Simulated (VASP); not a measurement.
# HfN (Fm-3m) in VASP: further runs

The runs below take HfN through single point, with BLYP+D4, PBEsol+D3(BJ), PBEsol+D4.

Everything below comes from runs of VASP 6.6.1. Logs are shortened: lines on timing, memory, paths and dates and some standing lists are left out, and cuts for length are marked.

**1. The cell of the first run**

Symmetry: Fm-3m, No. 225, cubic system. The conventional cell has a = 4.451 Å, b = 4.451 Å, c = 4.451 Å, α = 90.00°, β = 90.00°, γ = 90.00°. Hf (site symmetry m-3m) has 6 N at 2.23 Å within 2.9 Å. Within 2.9 Å of N (site symmetry m-3m) lie 6 Hf at 2.23 Å.

**2. Single point, BLYP+D4 (volume scaled by 0.96)**

INCAR

```
PREC = Accurate
ENCUT = 600
EDIFF = 1E-6
ISMEAR = -1
SIGMA = 0.05
LREAL = F
LASPH = T
NELM = 120
ALGO = Normal
ISIF = 2
LWAVE = F
LCHARG = F
GGA = B5
ALDAX = 1.0
AGGAX = 1.0
AGGAC = 1.0
ALDAC = 0.0
IVDW = 13
VDW_S6 = 1.0
VDW_S8 = 2.34076671
VDW_A1 = 0.44488865
VDW_A2 = 4.0933009
NBANDS = 14
GGA_COMPAT = F
```

KPOINTS

```
Automatic mesh
0
Gamma
  10 10 10
```

POSCAR

```
HfN
1.0
    0.0000000000      2.2255097759      2.2255097759
    2.2255097759      0.0000000000      2.2255097759
    2.2255097759      2.2255097759      0.0000000000
Hf N
1 1
Direct
    0.0000000000      0.0000000000      0.0000000000
    0.5000000000      0.5000000000      0.5000000000
```

Potentials or basis: VASP PAW PBE potentials, release 64 (Hf_pv, N).

Run with:

```console
cat potpaw_PBE.64/Hf_pv/POTCAR potpaw_PBE.64/N/POTCAR > POTCAR
mpirun -np 1 vasp_std > vasp.out
```

OUTCAR:

```text
PREC = Accurate
   ENCUT = 600
   EDIFF = 1E-6
   ISMEAR = -1
   LREAL = F
   LASPH = T
   NELM = 120
   ISIF = 2
   GGA = B5
   IVDW = 13

 ion  position               nearest neighbor table
   1  0.000  0.000  0.000-   2 2.23   2 2.23   2 2.23   2 2.23   2 2.23   2 2.23
   2  0.500  0.500  0.500-   1 2.23   1 2.23   1 2.23   1 2.23   1 2.23   1 2.23

  LATTYP: Found a face centered cubic cell.
 ALAT       =     4.4510195518

  Lattice vectors:

 A1 = (   0.0000000000,   2.2255097759,   2.2255097759)
 A2 = (   2.2255097759,   0.0000000000,   2.2255097759)
 A3 = (   2.2255097759,   2.2255097759,   0.0000000000)

Analysis of symmetry for initial positions (statically):
=====================================================================
 Subroutine PRICEL returns:
 Original cell was already a primitive cell.

 Routine SETGRP: Setting up the symmetry group for a
 face centered cubic supercell.

 Subroutine GETGRP returns: Found 48 space group operations
 (whereof 48 operations were pure point group operations)
 out of a pool of 48 trial point group operations.

The static configuration has the point symmetry O_h .

Analysis of symmetry for dynamics (positions and initial velocities):
=====================================================================
 Subroutine PRICEL returns:
 Original cell was already a primitive cell.

 Routine SETGRP: Setting up the symmetry group for a
 face centered cubic supercell.

 Subroutine GETGRP returns: Found 48 space group operations
 (whereof 48 operations were pure point group operations)
 out of a pool of 48 trial point group operations.

The dynamic configuration has the point symmetry O_h .

 Subroutine INISYM returns: Found 48 space group operations
 (whereof 48 operations are pure point group operations),
 and found     1 'primitive' translations

----------------------------------------------------------------------------------------

                                     Primitive cell

  volume of cell :      22.0454

  direct lattice vectors                    reciprocal lattice vectors
     0.000000000  2.225509776  2.225509776    -0.224667627  0.224667627  0.224667627
     2.225509776  0.000000000  2.225509776     0.224667627 -0.224667627  0.224667627
     2.225509776  2.225509776  0.000000000     0.224667627  0.224667627 -0.224667627

  length of vectors
     3.147346108  3.147346108  3.147346108     0.389135745  0.389135745  0.389135745

  position of ions in fractional coordinates (direct lattice)
     0.000000000  0.000000000  0.000000000
     0.500000000  0.500000000  0.500000000

  ion indices of the primitive-cell ions
   primitive index   ion index
                 1           1
                 2           2

----------------------------------------------------------------------------------------

 KPOINTS: Automatic mesh

Automatic generation of k-mesh.
 Grid dimensions read from file:
 generate k-points for:   10   10   10

 Generating k-lattice:

  Cartesian coordinates                     Fractional coordinates (reciprocal lattice)
    -0.022466763  0.022466763  0.022466763     0.100000000  0.000000000  0.000000000
     0.022466763 -0.022466763  0.022466763     0.000000000  0.100000000  0.000000000
     0.022466763  0.022466763 -0.022466763     0.000000000  0.000000000  0.100000000

  Length of vectors
     0.038913574  0.038913574  0.038913574

  Shift w.r.t. Gamma in fractional coordinates (k-lattice)
     0.000000000  0.000000000  0.000000000

 Subroutine IBZKPT returns following result:
 ===========================================

 Found     47 irreducible k-points:

 Following reciprocal coordinates:
            Coordinates               Weight
  0.000000  0.000000  0.000000      1.000000
  0.100000  0.000000  0.000000      8.000000
  0.200000  0.000000  0.000000      8.000000
  0.300000  0.000000  0.000000      8.000000
  0.400000  0.000000  0.000000      8.000000
  0.500000  0.000000  0.000000      4.000000
[... 16 lines left out ...]
  0.300000  0.300000  0.000000      6.000000
  0.400000  0.300000  0.000000     24.000000
 [... further k-points ...]
   k-points           NKPTS =     47   k-points in BZ     NKDIM =     47   number of bands    NBANDS=     14
   number of dos      NEDOS =    301   number of ions     NIONS =      2
   total plane-waves  NPLWV =  21952
   dimension x,y,z NGX =    28 NGY =   28 NGZ =   28
   dimension x,y,z NGXF=    56 NGYF=   56 NGZF=   56
   ions per type =               1   1
   NGX,Y,Z   is equivalent  to a cutoff of  14.79, 14.79, 14.79 a.u.
   NGXF,Y,Z  is equivalent  to a cutoff of  29.58, 29.58, 29.58 a.u.
 SYSTEM =  unknown system
   PREC   = accura    normal or accurate (medium, high low for compatibility)
   ISTART =      0    job   : 0-new  1-cont  2-samecut
   ICHARG =      2    charge: 1-file 2-atom 10-const
   ISPIN  =      1    spin polarized calculation?
   LNONCOLLINEAR =      F non collinear calculations
   LSORBIT =      F    spin-orbit coupling
   LASPH  =      T    aspherical Exc in radial PAW
   ENCUT  =  600.0 eV  44.10 Ry    6.64 a.u.   6.29  6.29  6.29*2*pi/ulx,y,z
   NELM   =    120;   NELMIN=  2; NELMDL= -5     # of ELM steps
   EDIFF  = 0.1E-05   stopping-criterion for ELM
   LREAL  =      F    real-space projection
   EDIFFG = 0.1E-04   stopping-criterion for IOM
   NSW    =      0    number of steps for IOM
   IBRION =     -1    ionic relax: 0-MD 1-quasi-New 2-CG
   NFREE  =      0    steps in history (QN), initial steepest desc. (CG)
   ISIF   =      2    stress and relaxation
   ISYM   =      2    0-nonsym 1-usesym 2-fastsym
   POTIM  = 0.5000    time-step for ionic-motion
   TEBEG  =    0.0;   TEEND  =   0.0 temperature during run
   PSTRESS=    0.0 pullay stress
   NELECT =      15.0000    total number of electrons
   NUPDOWN=      -1.0000    fix difference up-down
   EMIN   =  10.00;   EMAX   =-10.00  energy-range for DOS
   EFERMI =   0.00;   METHOD = LEGACY
   ISMEAR =    -1;   SIGMA  =   0.05  broadening in eV -4-tet -1-fermi 0-gaus
   EFERMI_NEDOS =   21; number of points for ismear=-14 and -15
   IALGO  =     38    algorithm
   IMIX   =      4    mixing-type and parameters
     AMIX     =   0.40;   BMIX     =  1.00
     AMIX_MAG =   1.60;   BMIX_MAG =  1.00
  volume/ion in A,a.u.               =      11.02        74.38
  Fermi-wavevector in a.u.,A,eV,Ry     =   1.439900  2.721017 28.209133  2.073313
  Thomas-Fermi vector in A             =   2.558704
   LORBIT       =      0    0 simple, 1 ext, 2 COOP (PROOUT), +10 PAW based schemes
   GGA     = B5    functional components
   LHFCALC =     F    Hartree Fock is set to
   AEXX    =    0.0000 exact exchange contribution
   IVDW    =    13    specifies the selected vdW correction
   LEPSILON=     F    determine dielectric tensor
   LRPA    =     F    only Hartree local field effects (RPA)
 non-spin polarized calculation
  energy-cutoff  :      600.00
  volume of cell :       22.05
 maximum number of plane-waves:       754
 NGX is ok and might be reduce to    28
   NGX = 13   NGY = 13   NGZ = 13

 number of electron      15.0000000 magnetization

 Free energy of the ion-electron system (eV)
  ---------------------------------------------------
  ext. energy  EPLUGINS =         0.00000000
  ---------------------------------------------------
  free energy    TOTEN  =       -19.87470644 eV

  energy without entropy =      -19.86837842  energy(sigma->0) =      -19.87154243

 E-fermi :   9.3729     XC(G=0): -12.2856

 val. band max:        9.3571406218   @ k =  -0.4000   0.3000   0.0000
 cond. band min:       9.3738830102   @ k =  -0.1000   0.1000   0.0000
 fundamental gap:      0.0167423884
 Fermi energy:         9.3728689601

 k-point     1 :       0.0000    0.0000    0.0000
  band No.  band energies     occupation
      1     -21.6614      2.00000
      2     -21.6614      2.00000
      3     -21.6614      2.00000
      4      -8.3707      2.00000
      5       6.1968      2.00000
      6       6.1968      2.00000
      7       6.1968      2.00000
      8       8.9354      1.99968
      9       8.9354      1.99968
     10       8.9354      1.99968
     11      11.3555      0.00000
     12      11.3555      0.00000
     13      11.8271      0.00000
     14      19.4874      0.00000

 k-point     2 :       0.1000    0.0000    0.0000
  band No.  band energies     occupation
      1     -21.7808      2.00000
      2     -21.6709      2.00000
      3     -21.6709      2.00000
      4      -8.1227      2.00000
      5       5.2983      2.00000
      6       5.6259      2.00000
      7       5.6259      2.00000
      8       9.2003      1.93854
      9       9.2729      1.76146
     10       9.2729      1.76146
     11      12.1327      0.00000
     12      12.1327      0.00000
     13      12.4852      0.00000
     14      20.2683      0.00000

 k-point     3 :       0.2000    0.0000    0.0000
  band No.  band energies     occupation
      1     -22.0795      2.00000
      2     -21.6956      2.00000
      3     -21.6956      2.00000
      4      -7.4605      2.00000
      5       3.6289      2.00000
      6       4.5851      2.00000
      7       4.5851      2.00000
      8       9.6639      0.00592
      9      10.1175      0.00000
     10      10.1175      0.00000
     11      13.8824      0.00000
     12      13.8824      0.00000
     13      13.8949      0.00000
     14      20.9701      0.00000
[... 324 lines left out ...]
 k-point    23 :       0.3000    0.3000    0.0000
  band No.  band energies     occupation
      1     -22.3232      2.00000
      2     -21.8977      2.00000
      3     -21.8977      2.00000
      4      -7.0478      2.00000
      5       2.4124      2.00000
      6       5.3817      2.00000
      7       5.3817      2.00000
      8       6.3416      2.00000
      9      12.6846      0.00000
     10      13.5374      0.00000
     11      13.5374      0.00000
     12      13.6221      0.00000
     13      18.8070      0.00000
     14      20.9590      0.00000

 k-point    24 :       0.4000    0.3000    0.0000
  band No.  band energies     occupation
      1     -22.4486      2.00000
      2     -21.9688      2.00000
      3     -21.9346      2.00000
      4      -6.9601      2.00000
      5       2.6875      2.00000
      6       4.6386      2.00000
      7       5.1104      2.00000
      8       6.7957      2.00000
      9      13.5610      0.00000
     10      14.1037      0.00000
     11      14.2142      0.00000
     12      14.6349      0.00000
     13      18.9805      0.00000
     14      20.8892      0.00000

 [... further k-points ...]

------------------------ aborting loop because EDIFF is reached ----------------------------------------

  DFT-D4 for vdW energy calculation

  Edisp (eV):   -1.11475

  FORCE on cell =-STRESS in cart. coord.  units (eV):
  Direction    XX          YY          ZZ          XY          YZ          ZX
  --------------------------------------------------------------------------------------
  -------------------------------------------------------------------------------------
  Total       2.31641     2.31641     2.31641     0.00000     0.00000    -0.00000
  in kB     168.34798   168.34798   168.34798     0.00000     0.00000    -0.00000
  external pressure =      168.35 kB  Pullay stress =        0.00 kB

 VOLUME and BASIS-vectors are now :
 -----------------------------------------------------------------------------
  energy-cutoff  :      600.00
  volume of cell :       22.05
      direct lattice vectors                 reciprocal lattice vectors
     0.000000000  2.225509776  2.225509776    -0.224667627  0.224667627  0.224667627
     2.225509776  0.000000000  2.225509776     0.224667627 -0.224667627  0.224667627
     2.225509776  2.225509776  0.000000000     0.224667627  0.224667627 -0.224667627

 POSITION                                       TOTAL-FORCE (eV/Angst)
 -----------------------------------------------------------------------------------
      0.00000      0.00000      0.00000         0.000000      0.000000      0.000000
      2.22551      2.22551      2.22551         0.000000      0.000000     -0.000000
 -----------------------------------------------------------------------------------
    total drift:                                0.000000      0.000000      0.000000

  FREE ENERGIE OF THE ION-ELECTRON SYSTEM (eV)
  ---------------------------------------------------
  free  energy   TOTEN  =       -20.9894518064 eV

  energy  without entropy=      -20.9831237903  energy(sigma->0) =      -20.98628780
```

Wall time 25 s (1 thread of Intel Xeon Platinum 8488C (Sapphire Rapids), shared host); peak memory 0.17 GiB.

What came out:

* Free energy: -20.9895 eV
* Pressure: 16.8 GPa
* Dispersion energy per atom: -0.557 eV

Levels at points of the mesh, in eV from the Fermi level:
| k point | band 4 | band 5 | band 6 | band 7 | band 8 | band 9 | band 10 | band 11 | band 12 | band 13 |
| --- | --- | --- | --- | --- | --- | --- | --- | --- | --- | --- |
| (0.00, 0.00, 0.00) | -17.74 | -3.18 | -3.18 | -3.18 | -0.44 | -0.44 | -0.44 | 1.98 | 1.98 | 2.45 |
| (0.50, 0.00, 0.00) | -14.82 | -9.08 | -6.49 | -6.49 | 3.37 | 3.76 | 3.76 | 5.03 | 9.18 | 9.18 |
| (0.50, 0.50, 0.00) | -16.71 | -5.35 | -3.95 | -3.77 | -3.77 | 4.19 | 5.64 | 5.64 | 6.07 | 8.61 |

Caveat: the cell differs from its parent crystal (volume scaled by 0.96); the PAW data sets were made with another functional, which shifts forces and pressure a little; spin-orbit coupling is left out, which moves the levels of the heavy elements; pairwise dispersion overbinds metals, which lowers pressure and volume.

**3. Single point, PBEsol+D3(BJ)**

This run uses another cell than the first one, of 11.18 Å³/atom, 1.015 times its volume.

INCAR

```
PREC = Accurate ; ENCUT = 600
EDIFF = 1E-6 ; ISMEAR = -1
SIGMA = 0.05 ; LREAL = F
LASPH = T ; NELM = 120
ALGO = Normal ; ISIF = 2
LWAVE = F ; LCHARG = F
GGA = PS ; IVDW = 12
NBANDS = 14 ; GGA_COMPAT = F
```

KPOINTS is that of step 2.

POSCAR

```
HfN
1.0
    0.0000000000      2.2362281839      2.2362281839
    2.2362281839      0.0000000000      2.2362281839
    2.2362281839      2.2362281839      0.0000000000
Hf N
1 1
Direct
    0.0000000000      0.0000000000      0.0000000000
    0.5000000000      0.5000000000      0.5000000000
```

Potentials or basis: VASP PAW PBE potentials, release 64 (Hf_pv, N).

Run with:

```console
cat potpaw_PBE.64/Hf_pv/POTCAR potpaw_PBE.64/N/POTCAR > POTCAR
mpirun -np 1 vasp_std > vasp.out
```

Wall time 16 s (1 thread of Intel Xeon Platinum 8488C (Sapphire Rapids), shared host); peak memory 0.18 GiB.

It converged, with:

| Quantity | Value |
| --- | --- |
| Free energy | -23.7885 eV |
| Pressure | -2.3 GPa |
| Dispersion energy per atom | -0.400 eV |

Levels at points of the mesh, in eV from the Fermi level:
```csv
k point,band 5,band 6,band 7,band 8,band 9,band 10,band 11,band 12
"(0.00, 0.00, 0.00)",-3.06,-3.06,-3.06,-0.42,-0.42,-0.42,1.99,1.99
"(0.50, 0.00, 0.00)",-9.12,-6.37,-6.37,3.40,3.84,3.84,4.54,9.21
"(0.50, 0.50, 0.00)",-5.41,-4.01,-3.71,-3.71,4.23,5.76,5.76,5.95
```

Caveat: the PAW data sets were made with another functional, which shifts forces and pressure a little; spin-orbit coupling is left out, which moves the levels of the heavy elements; pairwise dispersion overbinds metals, which lowers pressure and volume.

**4. Single point, PBEsol+D4**

This run uses another cell than the first one, of 11.30 Å³/atom, 1.025 times its volume.

INCAR

```
SYSTEM = HfN
  PREC = Accurate
  ENCUT = 600
  EDIFF = 1E-6
  ISMEAR = -1
  SIGMA = 0.05
  LREAL = .FALSE.
  LASPH = .TRUE.
  NELM = 120
  ALGO = Normal
  ISIF = 2
  LWAVE = .FALSE.
  LCHARG = .FALSE.
  GGA = PS
  IVDW = 13
  NBANDS = 14
  GGA_COMPAT = .FALSE.
```

KPOINTS

```
regular mesh
0
G
  10 10 10
  0 0 0
```

POSCAR

```
HfN
1.0
    0.0000000000      2.2437288286      2.2437288286
    2.2437288286      0.0000000000      2.2437288286
    2.2437288286      2.2437288286      0.0000000000
Hf N
1 1
Direct
    0.0000000000      0.0000000000      0.0000000000
    0.5000000000      0.5000000000      0.5000000000
```

Run with:

```console
cat potpaw_PBE.64/Hf_pv/POTCAR potpaw_PBE.64/N/POTCAR > POTCAR
mpirun -np 1 vasp_std > vasp.out
```

It took 19 s on 1 thread of Intel Xeon Platinum 8488C (Sapphire Rapids), shared host; peak memory 0.17 GiB.

It converged, with:

| Quantity | Value |
| --- | --- |
| Free energy | -23.3225 eV |
| Pressure | -2.3 GPa |
| Dispersion energy per atom | -0.166 eV |

Levels at points of the mesh, in eV from the Fermi level:
```
           k point  band 4  band 5  band 6  band 7  band 8  band 9  band 10  band 11  band 12  band 13
(0.00, 0.00, 0.00)  -17.60   -3.05   -3.05   -3.05   -0.41   -0.41    -0.41     1.96     1.96     1.98
(0.50, 0.00, 0.00)  -14.70   -9.06   -6.31   -6.31    3.36    3.79     3.79     4.48     9.09     9.09
(0.50, 0.50, 0.00)  -16.48   -5.42   -3.97   -3.70   -3.70    4.17     5.68     5.68     5.82     8.17
```

Caveat: the PAW data sets were made with another functional, which shifts forces and pressure a little; spin-orbit coupling is left out, which moves the levels of the heavy elements; pairwise dispersion overbinds metals, which lowers pressure and volume.

**5. Overview**

| level | cell | gap on the mesh (eV) | pressure (GPa) |
| --- | --- | --- | --- |
| BLYP+D4 | a = 3.147 Å, angles 60.0°, 2 atoms | none | 16.8 |
| PBEsol+D3(BJ) | a = 3.163 Å, angles 60.0°, 2 atoms | none | -2.3 |
| PBEsol+D4 | a = 3.173 Å, angles 60.0°, 2 atoms | none | -2.3 |

Alike in all rows: task single point; potentials or basis VASP PAW PBE potentials, release 64 (Hf_pv, N); no spin polarisation; k mesh 10 × 10 × 10; cutoff (eV) 600; smearing fermi-dirac 0.05 eV.

Caveats: the PAW data sets were made with another functional, which shifts forces and pressure a little; spin-orbit coupling is left out, which moves the levels of the heavy elements; pairwise dispersion overbinds metals, which lowers pressure and volume.

Total energies depend on the potentials used, so only differences within one code and one set of settings carry meaning.
